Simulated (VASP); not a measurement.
Br: single point with PBE

Crystal: Br.

```
CELL_PARAMETERS angstrom
3.10866 0.00000 0.00000
0.00000 3.10866 0.00000
0.00000 0.00000 3.10866
ATOMIC_POSITIONS crystal
Br 0.00000 0.00000 0.00000
```

```yaml
Program: VASP 6.6.1
Task: single point
Functional: PBE
Potentials_or_basis: VASP PAW PBE potentials, release 64 (Br)
Cutoff: 520 eV
k_mesh: 13 × 13 × 13
Occupations: fermi-dirac, width 0.02 eV
Spin: no spin polarisation
```

```yaml
Pressure: -0.3 GPa
Band_gap_on_the_k_mesh: zero (an odd number of electrons rules out a gap without spin polarisation)
```

Levels at points of the mesh, in eV from the Fermi level:
```tsv
k point	band 1	band 2	band 3	band 4	band 5	band 6	band 7	band 8
(0.00, 0.00, 0.00)	-15.55	-0.14	-0.14	-0.14	6.43	8.94	8.94	19.59
```

It took 11 s on 1 thread of Intel(R) Xeon(R) Platinum 8259CL CPU @ 2.50GHz (Skylake/Cascade Lake), with other jobs on the host, peak memory 0.15 GiB.

Caveat: an odd number of electrons without spin polarisation forces a metal; a magnetic or distorted state may lie lower.
